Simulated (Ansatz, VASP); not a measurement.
**One calculation of SiC, two programs**

```
Si C
1.0
     0.00000    2.09093    2.23231
     2.09093    0.00000    2.23231
     2.09093    2.09093    0.00000
Si C
1 1
Direct
  0.00000 0.00000 0.00000
  0.25000 0.25000 0.25000
```

Change from the starting cell: epitaxial_xy strain -4.0%.

Alike in both runs: task single point; functional HSE06; k mesh 8 × 8 × 8; no spin polarisation.

```csv
,VASP,Ansatz
version,VASP 6.6.1,Ansatz 0.2.0
potentials or method,"VASP PAW PBE potentials, release 64 (Si, C)","plane waves, PAW"
plane-wave cutoff (eV),520,420
occupations,"gaussian, width 0.01 eV",fixed
valence electrons in the cell,8,8
```

Ansatz gave:

```
gap on the k mesh at the Fermi level (eV)                     : 1.82
pressure (GPa)                                                : 13.0
traceless stress, the component that is largest in VASP (GPa) : -13.93
```

**Question.** Estimate VASP's values.

**Answer.** gap on the k mesh at the Fermi level (eV): 1.82; pressure (GPa): 12.6; traceless stress, the component that is largest in VASP (GPa): -14.02.

Ansatz's warnings: stress exchange threshold loose, stress scf threshold loose.
